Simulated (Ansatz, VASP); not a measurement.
BN: VASP beside Ansatz

```
B N
1.0
     2.38300    0.00000    0.00000
    -1.19150    2.06374    0.00000
     0.00000    0.00000   26.00000
B N
1 1
Direct
  0.00000 0.00000 0.50000
  0.66667 0.33333 0.50000
```

Alike in both runs: task single point; functional PBE; dispersion D3(BJ); k mesh 12 × 12 × 1; occupations gaussian, width 0.02 eV; no spin polarisation.

|  | VASP | Ansatz |
| --- | --- | --- |
| version | VASP 6.6.1 | Ansatz 0.2.0 |
| potentials or method | VASP PAW PBE potentials, release 64 (B, N), cutoff 520 eV | scalar-relativistic, plane waves, PAW |
| valence electrons in the cell | 8 | 8 |

```tsv
	VASP	Ansatz	Ansatz less VASP
gap on the k mesh at the Fermi level (eV)	4.49	4.49	+0.002
least direct gap on the mesh (eV)	5.06	5.07	+0.004
```
